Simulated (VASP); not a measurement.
# TiAl3 (Pm-3m) in VASP: a series of runs

The runs below take TiAl3 through single point, with LDA.

Program: VASP 6.6.1. These are calculated values, not measurements. Logs are shortened: lines on timing, memory, paths and dates and some standing lists are left out, and cuts for length are marked.

### 1 The cell of the first run

The structure is cubic, space group Pm-3m (No. 221). The conventional cell has a = 3.982 Å, b = 3.982 Å, c = 3.982 Å, α = 90.00°, β = 90.00°, γ = 90.00°. Within 3.7 Å of Ti (site symmetry m-3m) lie 12 Al at 2.82 Å. Within 3.7 Å of Al (site symmetry 4/mmm) lie 4 Ti at 2.82 Å and 8 Al at 2.82 Å.

### 2 Single point, LDA

The input, INCAR:

```
PREC = Accurate ; ENCUT = 520
EDIFF = 1E-6 ; ISMEAR = -1
SIGMA = 0.05 ; LREAL = F
LASPH = T ; NELM = 60
ALGO = Normal ; ISIF = 2
LWAVE = F ; LCHARG = F
GGA = CA ; NBANDS = 18
```

The input, KPOINTS:

```
Automatic mesh
0
Gamma
  7 7 7
```

The input, POSCAR:

```
TiAl3
1.0
    3.9818685118      0.0000000000      0.0000000000
    0.0000000000      3.9818685118      0.0000000000
    0.0000000000      0.0000000000      3.9818685118
Ti Al
1 3
Direct
    0.0000000000      0.0000000000      0.0000000000
    0.0000000000      0.5000000000      0.5000000000
    0.5000000000      0.0000000000      0.5000000000
    0.5000000000      0.5000000000      0.0000000000
```

Potentials or basis: VASP PAW LDA potentials, release 64 (Ti_sv, Al).

Launch:

```
$ cat potpaw_LDA.64/Ti_sv/POTCAR potpaw_LDA.64/Al/POTCAR > POTCAR
$ mpirun -np 1 vasp_std > vasp.out
```

OUTCAR:

```text
PREC = Accurate
   ENCUT = 520
   EDIFF = 1E-6
   ISMEAR = -1
   LREAL = F
   LASPH = T
   NELM = 60
   ISIF = 2
   GGA = CA

 ion  position               nearest neighbor table
   1  0.000  0.000  0.000-   2 2.82   3 2.82   4 2.82   2 2.82   3 2.82   2 2.82   4 2.82   2 2.82
                             3 2.82   4 2.82   3 2.82   4 2.82
   2  0.000  0.500  0.500-   1 2.82   3 2.82   4 2.82   1 2.82   4 2.82   1 2.82   3 2.82   1 2.82
                             3 2.82   4 2.82   4 2.82   3 2.82
   3  0.500  0.000  0.500-   1 2.82   2 2.82   4 2.82   1 2.82   4 2.82   2 2.82   4 2.82   4 2.82
                             1 2.82   2 2.82   1 2.82   2 2.82
   4  0.500  0.500  0.000-   1 2.82   2 2.82   3 2.82   2 2.82   3 2.82   1 2.82   3 2.82   3 2.82
                             1 2.82   2 2.82   2 2.82   1 2.82

  LATTYP: Found a simple cubic cell.
 ALAT       =     3.9818685118

  Lattice vectors:

 A1 = (   3.9818685118,   0.0000000000,   0.0000000000)
 A2 = (   0.0000000000,   3.9818685118,   0.0000000000)
 A3 = (   0.0000000000,   0.0000000000,   3.9818685118)

Analysis of symmetry for initial positions (statically):
=====================================================================
 Subroutine PRICEL returns:
 Original cell was already a primitive cell.

 Routine SETGRP: Setting up the symmetry group for a
 simple cubic supercell.

 Subroutine GETGRP returns: Found 48 space group operations
 (whereof 48 operations were pure point group operations)
 out of a pool of 48 trial point group operations.

The static configuration has the point symmetry O_h .

Analysis of symmetry for dynamics (positions and initial velocities):
=====================================================================
 Subroutine PRICEL returns:
 Original cell was already a primitive cell.

 Routine SETGRP: Setting up the symmetry group for a
 simple cubic supercell.

 Subroutine GETGRP returns: Found 48 space group operations
 (whereof 48 operations were pure point group operations)
 out of a pool of 48 trial point group operations.

The dynamic configuration has the point symmetry O_h .

 Subroutine INISYM returns: Found 48 space group operations
 (whereof 48 operations are pure point group operations),
 and found     1 'primitive' translations

----------------------------------------------------------------------------------------

                                     Primitive cell

  volume of cell :      63.1336

  direct lattice vectors                    reciprocal lattice vectors
     3.981868512  0.000000000  0.000000000     0.251138378  0.000000000  0.000000000
     0.000000000  3.981868512  0.000000000     0.000000000  0.251138378  0.000000000
     0.000000000  0.000000000  3.981868512     0.000000000  0.000000000  0.251138378

  length of vectors
     3.981868512  3.981868512  3.981868512     0.251138378  0.251138378  0.251138378

  position of ions in fractional coordinates (direct lattice)
     0.000000000  0.000000000  0.000000000
     0.000000000  0.500000000  0.500000000
     0.500000000  0.000000000  0.500000000
     0.500000000  0.500000000  0.000000000

  ion indices of the primitive-cell ions
   primitive index   ion index
                 1           1
                 2           2
                 3           3
                 4           4

----------------------------------------------------------------------------------------

 KPOINTS: Automatic mesh

Automatic generation of k-mesh.
 Grid dimensions read from file:
 generate k-points for:    7    7    7

 Generating k-lattice:

  Cartesian coordinates                     Fractional coordinates (reciprocal lattice)
     0.035876911  0.000000000  0.000000000     0.142857143  0.000000000  0.000000000
     0.000000000  0.035876911  0.000000000     0.000000000  0.142857143  0.000000000
     0.000000000  0.000000000  0.035876911     0.000000000  0.000000000  0.142857143

  Length of vectors
     0.035876911  0.035876911  0.035876911

  Shift w.r.t. Gamma in fractional coordinates (k-lattice)
     0.000000000  0.000000000  0.000000000

 Subroutine IBZKPT returns following result:
 ===========================================

 Found     20 irreducible k-points:

 Following reciprocal coordinates:
            Coordinates               Weight
  0.000000  0.000000  0.000000      1.000000
  0.142857  0.000000  0.000000      6.000000
  0.285714  0.000000  0.000000      6.000000
  0.428571  0.000000  0.000000      6.000000
  0.142857  0.142857  0.000000     12.000000
  0.285714  0.142857  0.000000     24.000000
[... 12 lines left out ...]
  0.428571  0.428571  0.285714     24.000000
  0.428571  0.428571  0.428571      8.000000
   k-points           NKPTS =     20   k-points in BZ     NKDIM =     20   number of bands    NBANDS=     18
   number of dos      NEDOS =    301   number of ions     NIONS =      4
   total plane-waves  NPLWV =  27000
   dimension x,y,z NGX =    30 NGY =   30 NGZ =   30
   dimension x,y,z NGXF=    60 NGYF=   60 NGZF=   60
   ions per type =               1   3
   NGX,Y,Z   is equivalent  to a cutoff of  12.53, 12.53, 12.53 a.u.
   NGXF,Y,Z  is equivalent  to a cutoff of  25.05, 25.05, 25.05 a.u.
 SYSTEM =  unknown system
   PREC   = accura    normal or accurate (medium, high low for compatibility)
   ISTART =      0    job   : 0-new  1-cont  2-samecut
   ICHARG =      2    charge: 1-file 2-atom 10-const
   ISPIN  =      1    spin polarized calculation?
   LNONCOLLINEAR =      F non collinear calculations
   LSORBIT =      F    spin-orbit coupling
   LASPH  =      T    aspherical Exc in radial PAW
   ENCUT  =  520.0 eV  38.22 Ry    6.18 a.u.   7.40  7.40  7.40*2*pi/ulx,y,z
   NELM   =     60;   NELMIN=  2; NELMDL= -5     # of ELM steps
   EDIFF  = 0.1E-05   stopping-criterion for ELM
   LREAL  =      F    real-space projection
[... 7 lines left out ...]
   TEBEG  =    0.0;   TEEND  =   0.0 temperature during run
   PSTRESS=    0.0 pullay stress
   NELECT =      21.0000    total number of electrons
   NUPDOWN=      -1.0000    fix difference up-down
   EMIN   =  10.00;   EMAX   =-10.00  energy-range for DOS
   EFERMI =   0.00;   METHOD = LEGACY
   ISMEAR =    -1;   SIGMA  =   0.05  broadening in eV -4-tet -1-fermi 0-gaus
   EFERMI_NEDOS =   21; number of points for ismear=-14 and -15
   IALGO  =     38    algorithm
   IMIX   =      4    mixing-type and parameters
     AMIX     =   0.40;   BMIX     =  1.00
     AMIX_MAG =   1.60;   BMIX_MAG =  1.00
  volume/ion in A,a.u.               =      15.78       106.51
  Fermi-wavevector in a.u.,A,eV,Ry     =   1.134299  2.143515 17.505732  1.286635
  Thomas-Fermi vector in A             =   2.271003
   LORBIT       =      0    0 simple, 1 ext, 2 COOP (PROOUT), +10 PAW based schemes
   GGA     = CA    functional components
   LHFCALC =     F    Hartree Fock is set to
   AEXX    =    0.0000 exact exchange contribution
   IVDW    =     0    specifies the selected vdW correction
   LEPSILON=     F    determine dielectric tensor
   LRPA    =     F    only Hartree local field effects (RPA)
 non-spin polarized calculation
  energy-cutoff  :      520.00
  volume of cell :       63.13
 maximum number of plane-waves:      1743
 NGX is ok and might be reduce to    30
   NGX = 15   NGY = 15   NGZ = 15

 number of electron      20.9999998 magnetization

 Free energy of the ion-electron system (eV)
  ---------------------------------------------------
  ext. energy  EPLUGINS =         0.00000000
  ---------------------------------------------------
  free energy    TOTEN  =       -22.65414448 eV

  energy without entropy =      -22.62948824  energy(sigma->0) =      -22.64181636

 E-fermi :   8.7481     XC(G=0): -10.9432

 val. band max:        8.6359964877   @ k =   0.1429   0.1429   0.0000
 cond. band min:       8.7970719187   @ k =   0.4286   0.2857   0.1429
 fundamental gap:      0.1610754310
 Fermi energy:         8.7481171031

 k-point     1 :       0.0000    0.0000    0.0000
  band No.  band energies     occupation
      1     -47.6118      2.00000
      2     -24.2976      2.00000
      3     -24.2976      2.00000
      4     -24.2976      2.00000
      5      -1.9853      2.00000
      6       5.6111      2.00000
[... 10 lines left out ...]
     17      14.2457      0.00000
     18      14.2457      0.00000

 k-point     2 :       0.1429    0.0000    0.0000
  band No.  band energies     occupation
      1     -47.6117      2.00000
      2     -24.3012      2.00000
      3     -24.2973      2.00000
      4     -24.2973      2.00000
      5      -1.7906      2.00000
      6       4.3986      2.00000
[... 10 lines left out ...]
     17      13.9204      0.00000
     18      13.9205      0.00000

 k-point     3 :       0.2857    0.0000    0.0000
  band No.  band energies     occupation
      1     -47.6113      2.00000
      2     -24.3093      2.00000
      3     -24.2968      2.00000
      4     -24.2968      2.00000
      5      -1.2179      2.00000
      6       2.6913      2.00000
[... 10 lines left out ...]
     17      12.7855      0.00000
     18      14.3237      0.00000

 k-point     4 :       0.4286    0.0000    0.0000
  band No.  band energies     occupation
      1     -47.6111      2.00000
      2     -24.3159      2.00000
      3     -24.2963      2.00000
      4     -24.2963      2.00000
      5      -0.3357      2.00000
      6       1.1931      2.00000
[... 291 lines left out ...]
      4     -24.3060      2.00000
      5       1.0038      2.00000
      6       2.5539      2.00000
[... 10 lines left out ...]
     17      12.9692      0.00000
     18      15.0387      0.00000

 k-point    19 :       0.4286    0.4286    0.2857
  band No.  band energies     occupation
      1     -47.6099      2.00000
      2     -24.3123      2.00000
      3     -24.3122      2.00000
      4     -24.3056      2.00000
      5       1.7436      2.00000
      6       3.1442      2.00000
[... 10 lines left out ...]
     17      11.9320      0.00000
     18      16.0561      0.00000

 k-point    20 :       0.4286    0.4286    0.4286
  band No.  band energies     occupation
      1     -47.6097      2.00000
      2     -24.3115      2.00000
      3     -24.3114      2.00000
      4     -24.3114      2.00000
      5       2.5057      2.00000
      6       3.5566      2.00000
[... 10 lines left out ...]
     17      11.4904      0.00000
     18      18.4075      0.00000

------------------------ aborting loop because EDIFF is reached ----------------------------------------

  FORCE on cell =-STRESS in cart. coord.  units (eV):
  Direction    XX          YY          ZZ          XY          YZ          ZX
  --------------------------------------------------------------------------------------
  -------------------------------------------------------------------------------------
  Total       -2.2125788     -2.2125788     -2.2125788      0.0000000     -0.0000000      0.0000000
  in kB      -56.1498485    -56.1498485    -56.1498485      0.0000000     -0.0000000      0.0000000
  external PRESSURE =     -56.1498485 kB  Pullay stress =       0.0000000 kB

 VOLUME and BASIS-vectors are now :
 -----------------------------------------------------------------------------
  energy-cutoff  :      520.00
  volume of cell :       63.13
      direct lattice vectors                 reciprocal lattice vectors
     3.981868512  0.000000000  0.000000000     0.251138378  0.000000000  0.000000000
     0.000000000  3.981868512  0.000000000     0.000000000  0.251138378  0.000000000
     0.000000000  0.000000000  3.981868512     0.000000000  0.000000000  0.251138378

 POSITION                                       TOTAL-FORCE (eV/Angst)
 -----------------------------------------------------------------------------------
      0.00000      0.00000      0.00000         0.000000      0.000000      0.000000
      0.00000      1.99093      1.99093         0.000000      0.000000      0.000000
      1.99093      0.00000      1.99093         0.000000      0.000000      0.000000
      1.99093      1.99093      0.00000         0.000000      0.000000      0.000000
 -----------------------------------------------------------------------------------
    total drift:                                0.000000     -0.000000      0.000000

  FREE ENERGIE OF THE ION-ELECTRON SYSTEM (eV)
  ---------------------------------------------------
  free  energy   TOTEN  =       -22.6541444799 eV

  energy  without entropy=      -22.6294882398  energy(sigma->0) =      -22.64181636
```

Run time: 15 s. Hardware: 1 thread of Intel Xeon 6975P-C, shared host; peak memory 0.16 GiB.

What came out:

```yaml
Free_energy: -22.6541 eV
Pressure: -5.6 GPa
```

### 3 Single point, LDA

This run uses another cell than the first one, of 16.09 Å³/atom, 1.020 times its volume.

The input, INCAR:

```
PREC = Accurate ; ENCUT = 520
EDIFF = 1E-7 ; ISMEAR = -1
SIGMA = 0.05 ; LREAL = False
LASPH = True ; NELM = 60
ALGO = Normal ; ISIF = 2
LWAVE = False ; LCHARG = False
NBANDS = 18
```

The input, KPOINTS:

```
regular mesh
0
Gamma
  7 7 7
```

The input, POSCAR:

```
TiAl3
1.0
    4.0077255254      0.0000000000      0.0000000000
    0.0000000000      4.0077255254      0.0000000000
    0.0000000000      0.0000000000      4.0077255254
Ti Al
1 3
Direct
    0.0000000000      0.0000000000      0.0000000000
    0.0000000000      0.5000000000      0.5000000000
    0.5000000000      0.0000000000      0.5000000000
    0.5000000000      0.5000000000      0.0000000000
```

Potentials or basis: VASP PAW LDA potentials, release 64 (Ti_sv, Al).

Launch:

```
$ cat potpaw_LDA.64/Ti_sv/POTCAR potpaw_LDA.64/Al/POTCAR > POTCAR
$ mpirun -np 1 vasp_std > vasp.out
```

OUTCAR:

```text
PREC = Accurate
   ENCUT = 520
   EDIFF = 1E-7
   ISMEAR = -1
   LREAL = False
   LASPH = True
   NELM = 60
   ISIF = 2

 ion  position               nearest neighbor table
   1  0.000  0.000  0.000-   2 2.83   3 2.83   4 2.83   2 2.83   3 2.83   2 2.83   4 2.83   2 2.83
                             3 2.83   4 2.83   3 2.83   4 2.83
   2  0.000  0.500  0.500-   1 2.83   3 2.83   4 2.83   1 2.83   4 2.83   1 2.83   3 2.83   1 2.83
                             3 2.83   4 2.83   4 2.83   3 2.83
   3  0.500  0.000  0.500-   1 2.83   2 2.83   4 2.83   1 2.83   4 2.83   2 2.83   4 2.83   4 2.83
                             1 2.83   2 2.83   1 2.83   2 2.83
   4  0.500  0.500  0.000-   1 2.83   2 2.83   3 2.83   2 2.83   3 2.83   1 2.83   3 2.83   3 2.83
                             1 2.83   2 2.83   2 2.83   1 2.83

  LATTYP: Found a simple cubic cell.
 ALAT       =     4.0077255254

  Lattice vectors:

 A1 = (   4.0077255254,   0.0000000000,   0.0000000000)
 A2 = (   0.0000000000,   4.0077255254,   0.0000000000)
 A3 = (   0.0000000000,   0.0000000000,   4.0077255254)

Analysis of symmetry for initial positions (statically):
=====================================================================
 Subroutine PRICEL returns:
 Original cell was already a primitive cell.

[... 173 lines left out ...]
 Fermi energy:         8.5378704131

 k-point     1 :       0.0000    0.0000    0.0000
  band No.  band energies     occupation
      1     -47.8623      2.00000
      2     -24.5430      2.00000
      3     -24.5430      2.00000
      4     -24.5430      2.00000
      5      -2.0778      2.00000
      6       5.4430      2.00000
[... 397 lines left out ...]
      5       2.3636      2.00000
      6       3.3914      2.00000
[... 10 lines left out ...]
     17      11.2024      0.00000
     18      18.0662      0.00000

------------------------ aborting loop because EDIFF is reached ----------------------------------------

  FORCE on cell =-STRESS in cart. coord.  units (eV):
  Direction    XX          YY          ZZ          XY          YZ          ZX
  --------------------------------------------------------------------------------------
  -------------------------------------------------------------------------------------
  Total       -2.9207888     -2.9207888     -2.9207888     -0.0000000      0.0000000     -0.0000000
  in kB      -72.6970572    -72.6970572    -72.6970572     -0.0000000      0.0000000     -0.0000000
  external PRESSURE =     -72.6970572 kB  Pullay stress =       0.0000000 kB

 VOLUME and BASIS-vectors are now :
 -----------------------------------------------------------------------------
  energy-cutoff  :      520.00
  volume of cell :       64.37
      direct lattice vectors                 reciprocal lattice vectors
     4.007725525  0.000000000  0.000000000     0.249518085  0.000000000  0.000000000
     0.000000000  4.007725525  0.000000000     0.000000000  0.249518085  0.000000000
     0.000000000  0.000000000  4.007725525     0.000000000  0.000000000  0.249518085

 POSITION                                       TOTAL-FORCE (eV/Angst)
 -----------------------------------------------------------------------------------
      0.00000      0.00000      0.00000         0.000000      0.000000      0.000000
      0.00000      2.00386      2.00386         0.000000      0.000000      0.000000
      2.00386      0.00000      2.00386         0.000000      0.000000      0.000000
      2.00386      2.00386      0.00000         0.000000      0.000000      0.000000
 -----------------------------------------------------------------------------------
    total drift:                                0.000000     -0.000000      0.000000

  FREE ENERGIE OF THE ION-ELECTRON SYSTEM (eV)
  ---------------------------------------------------
  free  energy   TOTEN  =       -22.6047693267 eV

  energy  without entropy=      -22.5796689744  energy(sigma->0) =      -22.59221915
```

stdout:

```text
POSCAR found type information on POSCAR TiAl
 POSCAR found :  2 types and       4 ions
 scaLAPACK will be used
 LDA part: xc-table for (Slater(with rela. corr.)+CA(PZ))
 , standard interpolation
 POSCAR, INCAR and KPOINTS ok, starting setup
 FFT: planning ... GRIDC
 FFT: planning ... GRID_SOFT
 FFT: planning ... GRID
 WAVECAR not read
 entering main loop
```

It took 20 s on 1 thread of Intel Xeon 6975P-C, shared host; peak memory 0.16 GiB.

Results:

```yaml
Free_energy: -22.6048 eV
Pressure: -7.3 GPa
```
